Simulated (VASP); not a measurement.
Input of a VASP 6.6.1 run:

The input INCAR:

```
SYSTEM = CdTe
PREC     = Accurate       ! precision mode
ENCUT    = 500            ! plane-wave cutoff, eV
EDIFF    = 1E-6           ! SCF threshold, eV
ISMEAR   = 0              ! smearing method
SIGMA    = 0.02           ! smearing width, eV
LREAL    = .False.        ! projectors in reciprocal space
LASPH    = .True.         ! aspherical terms in the spheres
NELM     = 120            ! most SCF steps
ALGO     = Normal         ! electronic algorithm
ISIF     = 2              ! what is computed and relaxed
LWAVE    = .False.        ! write WAVECAR
LCHARG   = .False.        ! write CHGCAR
GGA      = PS             ! functional
NBANDS   = 16             ! bands
GGA_COMPAT= .False.
```

Contents of KPOINTS:

```
Automatic mesh
0
Gamma
  6 6 6
  0 0 0
```

Contents of POSCAR:

```
CdTe
1.0
    0.0000000000      3.2452746365      3.2452746365
    3.2452746365      0.0000000000      3.2452746365
    3.2452746365      3.2452746365      0.0000000000
Cd Te
1 1
Direct
    0.0000000000      0.0000000000      0.0000000000
    0.2500000000      0.2500000000      0.2500000000
```

Potentials or basis: VASP PAW PBE potentials, release 64 (Cd, Te).

Command:

```sh
$ cat potpaw_PBE.64/Cd/POTCAR potpaw_PBE.64/Te/POTCAR > POTCAR
$ mpirun -np 1 vasp_std > vasp.out
```

Question: Estimate the pressure.

Answer: 0.2 GPa.

Question: Predict the band gap on the k mesh.

Answer: 0.65 eV, direct.

Caveat: the PAW data sets were made with another functional, which shifts forces and pressure a little; spin-orbit coupling is left out, which moves the levels of the heavy elements. As with any semilocal functional, this PBEsol gap is likely too small.
